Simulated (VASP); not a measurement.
Write the native input for VASP 6.6.1 that does the following.

```
Task                   : single point
Functional             : PBE
Potentials or basis    : VASP PAW PBE potentials, release 64 (Tb)
Cutoff                 : 520 eV
k mesh                 : 9 × 9 × 5
Occupations            : fermi-dirac, width 0.05 eV
Spin                   : collinear spin, ferromagnetic start
Starting moments       : [6.0, 6.0] μB
Dipole correction      : no
Further INCAR settings : ALGO = Normal; EDIFF = 1e-06; NBANDS = 30
```

The structure of Tb lies in POSCAR:

```
Tb
1.0
    3.5274895775      0.0000000000      0.0000000000
   -1.7637447887      3.0548955857      0.0000000000
    0.0000000000      0.0000000000      5.5773714686
Tb
2
Direct
    0.6666666667      0.3333333333      0.7500000000
    0.3333333333      0.6666666667      0.2500000000
```

The input as run:

INCAR

```
ALGO = Normal ; EDIFF = 1E-6
ENCUT = 520 ; GGA = PE
ISIF = 2 ; ISMEAR = -1
ISPIN = 2 ; LASPH = True
LCHARG = False ; LMAXMIX = 6
LORBIT = 11 ; LREAL = False
LWAVE = False ; MAGMOM = 6 6
NBANDS = 30 ; NELM = 150
PREC = Accurate ; SIGMA = 0.05
```

KPOINTS

```
k-points
0
Gamma
  9 9 5
```

Potentials or basis: VASP PAW PBE potentials, release 64 (Tb).

Run with:

```console
$ cat potpaw_PBE.64/Tb/POTCAR > POTCAR
$ mpirun -np 1 vasp_std > vasp.out
```

Results of the run:

| Quantity | Value |
| --- | --- |
| Pressure | 2.1 GPa |
| Band gap on the k mesh | zero (filled and empty bands overlap) |
| Net moment | 11.96 μB per cell |
| Site moments | Tb +5.75 μB |
| Valence electrons inside the program's atomic spheres | Tb 16.34 |

Caveat: the magnetic or orbital state may not be the lowest; spin-orbit coupling is left out, which moves the levels of the heavy elements; semilocal functionals describe open f shells poorly, which spoils levels, moments and volumes.

Wall time 4.4 min on 1 thread of AMD EPYC 9R45 96-Core Processor (Zen 5) (shared host), peak memory 0.25 GiB.
